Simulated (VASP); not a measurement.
Input of a VASP 6.6.1 run:

INCAR

```
SYSTEM = Hf4Si
PREC = Accurate
ENCUT = 520
EDIFF = 1E-6
ISMEAR = 0
SIGMA = 0.1
LREAL = .False.
LASPH = .True.
NELM = 80
ALGO = Fast
ISIF = 2
LWAVE = .False.
LCHARG = .False.
GGA = PE
NBANDS = 55
```

Contents of KPOINTS:

```
Automatic mesh
0
Gamma
  6 6 6
  0 0 0
```

File POSCAR:

```
Hf4Si
1.0
    6.3241648287      0.0000000000      0.0000000000
    0.0000000000      6.3241648287      0.0000000000
    0.0000000000      0.0000000000      5.5567713823
Hf Si
8 2
Direct
    0.6615954280      0.1615954280      0.7508663158
    0.8384045720      0.6615954280      0.7508663158
    0.3384045720      0.1615954280      0.2491336842
    0.6615954280      0.8384045720      0.2491336842
    0.1615954280      0.3384045720      0.7508663158
    0.8384045720      0.3384045720      0.2491336842
    0.1615954280      0.6615954280      0.2491336842
    0.3384045720      0.8384045720      0.7508663158
    0.5000000000      0.5000000000      0.0000000000
    0.0000000000      0.0000000000      0.0000000000
```

Potentials or basis: VASP PAW PBE potentials, release 64 (Hf_pv, Si).

Launch:

```console
$ cat potpaw_PBE.64/Hf_pv/POTCAR potpaw_PBE.64/Si/POTCAR > POTCAR
$ mpirun -np 1 vasp_std > vasp.out
```

Estimate the largest force.

0.023 eV/Å.

What does it give for the band gap on the k mesh?

Zero (bands 44 and 45 overlap by 0.46 eV).

Estimate the pressure.

-3.2 GPa.

Stress tensor (GPa, compression positive):
```
-3.31  0.00  0.00
 0.00 -3.31  0.00
 0.00  0.00 -3.13
```

Caveat: the cell stands under tension; spin-orbit coupling is left out, which moves the levels of the heavy elements.
